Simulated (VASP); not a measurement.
## Mg: single point with PBE

The system is Mg.

```
Mg
1.0
    -1.78997    1.78997    1.78997
     1.78997   -1.78997    1.78997
     1.78997    1.78997   -1.78997
Mg
1
Direct
  0.00000 0.00000 0.00000
```

```yaml
Program: VASP 6.6.1
Task: single point
Functional: PBE
Potentials_or_basis: VASP PAW PBE potentials, release 64 (Mg)
Cutoff: 520 eV
k_mesh: 16 × 16 × 16
Occupations: gaussian, width 0.05 eV
Spin: non-collinear spin, zero start, spin-orbit coupling
Starting_moments: "[[0.0, 0.0, 0.0]] μB"
```

```json
{
 "Pressure": "-0.1 GPa",
 "Net moment": "0.00 μB per cell",
 "Valence electrons inside the program's atomic spheres": "Mg 0.35"
}
```

Moments on the atoms (μB; x, y, z):
```
Mg  0.00 0.00 0.00
```

It took 57 s on 1 thread of Intel(R) Xeon(R) Platinum 8375C CPU @ 2.90GHz (Ice Lake) (shared host), peak memory 0.23 GiB.
